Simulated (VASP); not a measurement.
Here is a VASP 6.6.1 calculation.

The input POSCAR:

```
HfN
1.0
    3.1339080219      0.0000000000      0.0000000000
   -1.5669540110      2.7140439601      0.0000000000
    0.0000000000      0.0000000000      5.4167677200
Hf N
2 2
Direct
    0.3333333333      0.6666666667      0.2500000000
    0.6666666667      0.3333333333      0.7500000000
    0.0000000000      0.0000000000      0.5000000000
    0.0000000000      0.0000000000      0.0000000000
```

Contents of INCAR.step1:

```
  PREC = Accurate
  ENCUT = 520
  ISMEAR = -1
  SIGMA = 0.05
  LREAL = F
  LASPH = T
  NELM = 60
  NBANDS = 23
  GGA = PE
  ALGO = Normal
  EDIFF = 1E-4
  LWAVE = T
  LCHARG = F
```

The input INCAR.step2:

```
  PREC = Accurate
  ENCUT = 520
  EDIFF = 1E-7
  ISMEAR = -1
  SIGMA = 0.05
  LREAL = F
  LASPH = T
  NELM = 60
  ALGO = Normal
  ISIF = 2
  LWAVE = F
  LCHARG = F
  METAGGA = R2SCAN
  LMIXTAU = T
  NBANDS = 23
  ISTART = 1
```

KPOINTS

```
Automatic mesh
0
Gamma
  10 10 5
```

Potentials or basis: VASP PAW PBE potentials, release 64 (Hf_pv, N).

The run is started by

```sh
$ cat potpaw_PBE.64/Hf_pv/POTCAR potpaw_PBE.64/N/POTCAR > POTCAR
$ cp INCAR.step1 INCAR
$ mpirun -np 1 vasp_std > vasp.out
$ cp INCAR.step2 INCAR
$ mpirun -np 1 vasp_std > vasp.out
```

Predict the band gap on the k mesh.

zero (bands 15 and 16 overlap by 1.74 eV).

What does it give for the pressure?

-0.3 GPa.

Stress tensor (GPa, compression positive):
```
-0.29  0.00  0.00
 0.00 -0.29  0.00
 0.00  0.00 -0.42
```

Caveat: the PAW data sets were made with another functional, which shifts forces and pressure a little; spin-orbit coupling is left out, which moves the levels of the heavy elements.
